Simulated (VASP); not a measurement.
# AlN (P6_3/mmc) in VASP: vibrations by perturbation theory with LDA

Aim: the vibrations by perturbation theory of AlN with LDA.

Everything below comes from runs of VASP 6.6.1. Logs are shortened: lines on timing, memory, paths and dates and some standing lists are left out, and cuts for length are marked.

### 1 The cell of the first run

Symmetry: P6_3/mmc, No. 194, hexagonal system. Conventional cell: a = 3.312 Å, b = 3.312 Å, c = 4.188 Å, α = 90.00°, β = 90.00°, γ = 120.00°. Al (site symmetry -6m2) has 5 N at 1.91 to 2.09 Å within 2.5 Å. N (site symmetry -6m2) has 5 Al at 1.91 to 2.09 Å within 2.5 Å.

### 2 Vibrations by perturbation theory, LDA

Contents of INCAR:

```
PREC = Accurate ; ENCUT = 520
EDIFF = 1E-8 ; ISMEAR = 0
SIGMA = 0.01 ; LREAL = F
LASPH = T ; NELM = 80
ALGO = Normal ; ISIF = 2
LWAVE = F ; LCHARG = F
IBRION = 8 ; NSW = 1
LEPSILON = T
```

Contents of KPOINTS:

```
regular mesh
0
Gamma
  6 6 4
```

Contents of POSCAR:

```
AlN
1.0
    3.3121160000      0.0000000000      0.0000000000
   -1.6560580000      2.8683760000      0.0000000000
    0.0000000000      0.0000000000      4.1875630000
Al N
2 2
Direct
    0.3333333333      0.6666666667      0.7500000000
    0.6666666667      0.3333333333      0.2500000000
    0.3333333333      0.6666666667      0.2500000000
    0.6666666667      0.3333333333      0.7500000000
```

Potentials or basis: VASP PAW LDA potentials, release 64 (Al, N).

Launch:

```bash
> cat potpaw_LDA.64/Al/POTCAR potpaw_LDA.64/N/POTCAR > POTCAR
> mpirun -np 1 vasp_std > vasp.out
```

OUTCAR:

```text
PREC = Accurate
   ENCUT = 520
   EDIFF = 1E-8
   ISMEAR = 0
   LREAL = F
   LASPH = T
   NELM = 80
   ISIF = 2
   IBRION = 8
   NSW = 1
   LEPSILON = T

 ion  position               nearest neighbor table
   1  0.333  0.667  0.750-   4 1.91   4 1.91   4 1.91   3 2.09   3 2.09   2 2.84   2 2.84   2 2.84
                             2 2.84   2 2.84   2 2.84
   2  0.667  0.333  0.250-   3 1.91   3 1.91   3 1.91   4 2.09   4 2.09   1 2.84   1 2.84   1 2.84
                             1 2.84   1 2.84   1 2.84
   3  0.333  0.667  0.250-   2 1.91   2 1.91   2 1.91   1 2.09   1 2.09
   4  0.667  0.333  0.750-   1 1.91   1 1.91   1 1.91   2 2.09   2 2.09

  LATTYP: Found a hexagonal cell.
 ALAT       =     3.3121160000
 C/A-ratio  =     1.2643165276

  Lattice vectors:

 A1 = (   3.3121160000,   0.0000000000,   0.0000000000)
 A2 = (  -1.6560580000,   2.8683760000,   0.0000000000)
 A3 = (   0.0000000000,   0.0000000000,   4.1875630000)

Analysis of symmetry for initial positions (statically):
=====================================================================
 Subroutine PRICEL returns:
 Original cell was already a primitive cell.

 Routine SETGRP: Setting up the symmetry group for a
 hexagonal supercell.

 Subroutine GETGRP returns: Found 24 space group operations
 (whereof 12 operations were pure point group operations)
 out of a pool of 24 trial point group operations.

The static configuration has the point symmetry D_3d.
 The point group associated with its full space group is D_6h.

Analysis of symmetry for dynamics (positions and initial velocities):
=====================================================================
 Subroutine PRICEL returns:
 Original cell was already a primitive cell.

 Routine SETGRP: Setting up the symmetry group for a
 hexagonal supercell.

 Subroutine GETGRP returns: Found 24 space group operations
 (whereof 12 operations were pure point group operations)
 out of a pool of 24 trial point group operations.

The dynamic configuration has the point symmetry D_3d.
 The point group associated with its full space group is D_6h.

 Subroutine INISYM returns: Found 24 space group operations
 (whereof 12 operations are pure point group operations),
 and found     1 'primitive' translations

----------------------------------------------------------------------------------------

                                     Primitive cell

  volume of cell :      39.7835

  direct lattice vectors                    reciprocal lattice vectors
     3.312116000  0.000000000  0.000000000     0.301921793  0.174314664  0.000000000
    -1.656058000  2.868376000  0.000000000     0.000000000  0.348629329  0.000000000
     0.000000000  0.000000000  4.187563000     0.000000000  0.000000000  0.238802377

  length of vectors
     3.312116000  3.312115484  4.187563000     0.348629275  0.348629329  0.238802377

  position of ions in fractional coordinates (direct lattice)
     0.333333333  0.666666667  0.750000000
     0.666666667  0.333333333  0.250000000
     0.333333333  0.666666667  0.250000000
     0.666666667  0.333333333  0.750000000

  ion indices of the primitive-cell ions
   primitive index   ion index
                 1           1
                 2           2
                 3           3
                 4           4

----------------------------------------------------------------------------------------

 KPOINTS: regular mesh

Automatic generation of k-mesh.
 Grid dimensions read from file:
 generate k-points for:    6    6    4

 Generating k-lattice:
[... 461 lines left out ...]

 Free energy of the ion-electron system (eV)
  ---------------------------------------------------
  ---------------------------------------------------
  free energy    TOTEN  =        -0.41381325 eV

  energy without entropy =       -0.41381325

------------------------ aborting loop because EDIFF is reached ----------------------------------------

--------------------------------------- Ionic step        2  -------------------------------------------

------------------------ aborting loop because EDIFF is reached ----------------------------------------

--------------------------------------- Ionic step        3  -------------------------------------------

------------------------ aborting loop because EDIFF is reached ----------------------------------------

 PIEZOELECTRIC TENSOR FIELD DIRECTION 3  (e Angst)
 -----------------------------------------------------------------------------
     0.00089 -0.00000  0.00000           (  0.00001  0.00000  0.00000)
     0.00000  0.00089 -0.00000           (  0.00000  0.00001 -0.00000)
    -0.00000  0.00000 -0.00213           (  0.00000  0.00000 -0.00000)

 PIEZOELECTRIC TENSOR FIELD DIRECTION 3  (C/m^2)
 -----------------------------------------------------------------------------
     0.00036 -0.00000  0.00000
     0.00000  0.00036 -0.00000
    -0.00000  0.00000 -0.00086

[... ionic steps 4 to 9 ...]

--------------------------------------- Ionic step       10  -------------------------------------------

------------------------ aborting loop because EDIFF is reached ----------------------------------------

[... ionic steps 11 to 11 ...]

--------------------------------------- Ionic step       12  -------------------------------------------

 Free energy of the ion-electron system (eV)
  ---------------------------------------------------
  ---------------------------------------------------
  free energy    TOTEN  =        -0.24543808 eV

  energy without entropy =       -0.24543808

------------------------ aborting loop because EDIFF is reached ----------------------------------------

 INTERNAL STRAIN TENSOR  FOR ION    3  DIRECTION 3   (eV/Angst):
 -----------------------------------------------------------------------------
    -0.00413 -0.00000 -0.00000
    -0.00000 -0.00413  0.00000
     0.00000  0.00000  0.01414

 MACROSCOPIC STATIC DIELECTRIC TENSOR (including local field effects in DFT)
 ------------------------------------------------------
           4.517138    -0.000000     0.000000
           0.000000     4.517136    -0.000000
           0.000000     0.000000     4.999506
 ------------------------------------------------------

 PIEZOELECTRIC TENSOR (including local field effects)  for field in x, y, z        (e  Angst)
          XX          YY          ZZ          XY          YZ          ZX
  --------------------------------------------------------------------------------
  x     0.00000     0.00000     0.00000     0.00000     0.00000     0.00000
  y     0.00000     0.00000     0.00000     0.00000     0.00000     0.00000
  z     0.00000     0.00000     0.00000     0.00000     0.00000     0.00000

 PIEZOELECTRIC TENSOR (including local field effects)  for field in x, y, z        (C/m^2)
          XX          YY          ZZ          XY          YZ          ZX
  --------------------------------------------------------------------------------
  x     0.00000     0.00000     0.00000     0.00000     0.00000     0.00000
  y     0.00000     0.00000     0.00000     0.00000     0.00000     0.00000
  z     0.00000     0.00000     0.00000     0.00000     0.00000     0.00000

 BORN EFFECTIVE CHARGES (including local field effects) (in |e|, cummulative output)
 ---------------------------------------------------------------------------------
 ion    1
    1     2.52306     0.00000     0.00000
    2     0.00000     2.52306     0.00000
    3     0.00000    -0.00000     3.14460
 ion    2
    1     2.52306     0.00000     0.00000
    2     0.00000     2.52306     0.00000
    3    -0.00000    -0.00000     3.14460
 ion    3
    1    -2.52306     0.00000     0.00000
    2     0.00000    -2.52306     0.00000
    3     0.00000     0.00000    -3.14460
 ion    4
    1    -2.52306     0.00000     0.00000
    2     0.00000    -2.52306     0.00000
    3    -0.00000     0.00000    -3.14460

 INTERNAL STRAIN TENSOR FOR ION    4 for displacements in x,y,z  (eV/Angst):
          X           Y           Z          XY          YZ          ZX
  --------------------------------------------------------------------------------
  x     0.00000     0.00000     0.00000    12.61179     0.00000     0.00000
  y    12.61179   -12.61179     0.00000     0.00000     0.00000     0.00000
  z     0.00000    -0.00000    -0.00000    -0.00000     0.00000     0.00000

 SECOND DERIVATIVES (NOT SYMMETRIZED)
 ------------------------------------
               1X          1Y          1Z          2X          2Y          2Z          3X          3Y          3Z          4X          4Y          4Z
  1X   -16.230049    0.000000    0.000000    1.515043    0.000000    0.000000    2.359102    0.000000    0.000000   12.355904   -0.000000    0.000000
  1Y     0.000000  -16.230042    0.000000    0.000000    1.515043    0.000000    0.000000    2.359101    0.000000    0.000000   12.355899    0.000000
  1Z     0.000000    0.000000   -7.877060    0.000000    0.000000    6.777262    0.000000    0.000000   -0.955085    0.000000    0.000000    2.054882
  2X     1.515043    0.000000    0.000000  -16.230049    0.000000    0.000000   12.355904   -0.000000    0.000000    2.359102    0.000000    0.000000
  2Y     0.000000    1.515043    0.000000    0.000000  -16.230042    0.000000    0.000000   12.355899    0.000000    0.000000    2.359101    0.000000
  2Z     0.000000    0.000000    6.777262    0.000000    0.000000   -7.877060    0.000000    0.000000    2.054882    0.000000    0.000000   -0.955085
  3X     2.361453    0.000000    0.000000   12.354762    0.000000    0.000000  -17.038244   -0.000000    0.000000    2.322030    0.000000    0.000000
  3Y     0.000000    2.361452    0.000000    0.000000   12.354757    0.000000   -0.000000  -17.038237    0.000000    0.000000    2.322029    0.000000
  3Z     0.000000   -0.000000   -1.018003    0.000000   -0.000000    2.116708    0.000000    0.000000  -11.274299    0.000000    0.000000   10.175594
  4X    12.354762    0.000000    0.000000    2.361453    0.000000    0.000000    2.322030    0.000000    0.000000  -17.038244   -0.000000    0.000000
  4Y     0.000000   12.354757    0.000000    0.000000    2.361452    0.000000    0.000000    2.322029    0.000000   -0.000000  -17.038237    0.000000
  4Z     0.000000   -0.000000    2.116708    0.000000   -0.000000   -1.018003    0.000000    0.000000   10.175594    0.000000    0.000000  -11.274299

 Eigenvectors and eigenvalues of the dynamical matrix
 ----------------------------------------------------

   1 f  =   20.077901 THz   126.153170 2PiTHz  669.726675 cm-1    83.035488 meV
             X         Y         Z           dx          dy          dz
     -0.000000  1.912251  3.140672     0.325500   -0.000000   -0.000000
      1.656058  0.956125  1.046891    -0.325500    0.000000    0.000000
     -0.000000  1.912251  1.046891     0.627734   -0.000000    0.000000
      1.656058  0.956125  3.140672    -0.627734    0.000000   -0.000000
[... 71 lines left out ...]
  12 f/i=    0.001272 THz     0.007993 2PiTHz    0.042436 cm-1     0.005261 meV
             X         Y         Z           dx          dy          dz
     -0.000000  1.912251  3.140672    -0.000000   -0.000000    0.573646
      1.656058  0.956125  1.046891    -0.000000   -0.000000    0.573646
     -0.000000  1.912251  1.046891    -0.000000   -0.000000    0.413438
      1.656058  0.956125  3.140672    -0.000000   -0.000000    0.413438

--------------------------------------------------------------------------------------------------------

 MACROSCOPIC STATIC DIELECTRIC TENSOR IONIC CONTRIBUTION
 ------------------------------------------------------
           3.935229    -0.000000    -0.000000
          -0.000000     3.935227    -0.000000
          -0.000000    -0.000000    81.832449
 ------------------------------------------------------

 ELASTIC MODULI CONTR FROM IONIC RELAXATION (kBar)
 Direction    XX          YY          ZZ          XY          YZ          ZX
 --------------------------------------------------------------------------------
 XX        -723.0074    723.0071     -0.0000     -0.0000     -0.0000     -0.0000
 YY         723.0071   -723.0068      0.0000      0.0000      0.0000      0.0000
 ZZ          -0.0000      0.0000     -0.0000     -0.0000      0.0000      0.0000
 XY          -0.0000      0.0000     -0.0000   -723.0071      0.0000      0.0000
 YZ          -0.0000      0.0000      0.0000      0.0000     -0.0000     -0.0000
 ZX          -0.0000      0.0000      0.0000      0.0000     -0.0000     -0.0000
 --------------------------------------------------------------------------------

 PIEZOELECTRIC TENSOR IONIC CONTR  for field in x, y, z        (C/m^2)
          XX          YY          ZZ          XY          YZ          ZX
  --------------------------------------------------------------------------------
  x    -0.00000     0.00000    -0.00000    -0.00000     0.00000     0.00000
  y    -0.00000    -0.00000     0.00000     0.00000    -0.00000    -0.00000
  z     0.00000    -0.00000    -0.00000     0.00000     0.00000     0.00000
```

Wall time 5.1 min (1 thread of Intel Xeon 8259CL, shared host); peak memory 0.22 GiB.

Results:

- Electronic dielectric tensor (diagonal): 4.52, 4.52, 5.00
- Born charges (mean of the diagonal): Al +2.73; N -2.73 e
- Highest phonon frequency at Γ, LO-TO splitting left out: 670 cm⁻¹

Phonon frequencies in cm⁻¹ (negative: imaginary):
```csv
q point,frequencies
"(0.000, 0.000, 0.000)",0 0 0 180 326 326 375 651 659 659 670 670
```

Electronic dielectric tensor:
```
4.52 0.00 0.00
0.00 4.52 0.00
0.00 0.00 5.00
```

Born effective charge tensors (e):
atom 1, Al
```
2.52 0.00 0.00
0.00 2.52 0.00
0.00 0.00 3.14
```
atom 2, Al
```
2.52 0.00 0.00
0.00 2.52 0.00
0.00 0.00 3.14
```
atom 3, N
```
-2.52  0.00  0.00
 0.00 -2.52  0.00
 0.00  0.00 -3.14
```
atom 4, N
```
-2.52  0.00  0.00
 0.00 -2.52  0.00
 0.00  0.00 -3.14
```

Caveat: the k points lie up to 0.38 Å⁻¹ apart; the cell stands under pressure or tension, which shifts response properties.
